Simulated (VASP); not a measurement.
Runs of VASP 6.6.1 on Al. The structure is that of space group P6_3/mmc (No. 194), or close to it. The cells are those of the table. 

```tsv
task	cell	k mesh	cutoff (eV)	gap on the mesh (eV)	pressure (GPa)
relaxation of shape and atoms at fixed volume	relaxed from a = 2.829, b = 2.829, c = 9.284 Å, angles 90.0, 90.0, 120.0°, 4 atoms	18 × 18 × 6	600	none	-2.4
relaxation of shape and atoms at fixed volume	relaxed from a = 2.684, b = 2.684, c = 8.809 Å, angles 90.0, 90.0, 120.0°, 4 atoms	18 × 18 × 6	600	none	15.2
relaxation of shape and atoms at fixed volume	relaxed from a = 2.890, b = 2.890, c = 9.499 Å, angles 90.0, 90.0, 120.0°, 4 atoms	18 × 18 × 6	600	none	-6.9
single point	a = 2.827, b = 2.827, c = 9.186 Å, angles 90.0, 90.0, 120.0°, 4 atoms	6 × 6 × 2	500	none	(a)
relaxation of shape and atoms at fixed volume	relaxed from a = 2.856, b = 2.856, c = 9.373 Å, angles 90.0, 90.0, 120.0°, 4 atoms	18 × 18 × 6	600	none	-4.6
single point	a = 2.801, b = 2.801, c = 9.193 Å, angles 90.0, 90.0, 120.0°, 4 atoms	24 × 24 × 6	520	none	0.0
single point	a = 2.801, b = 2.801, c = 9.193 Å, angles 90.0, 90.0, 120.0°, 4 atoms	18 × 18 × 6	520	none	0.1
```

Alike in all rows: level PBEsol+D3(BJ); potentials or basis VASP PAW PBE potentials, release 64 (Al); no spin polarisation; smearing gaussian 0.1 eV.

Fill in the values left out.

(a) -1.4.

Caveats: some runs use coarse meshes; the PAW data sets were made with another functional, which shifts forces and pressure a little; pairwise dispersion overbinds metals, which lowers pressure and volume; the relaxation stopped at its first step, so nothing moved (some runs).

A gap of «none» marks levels without a gap at the run's occupations.
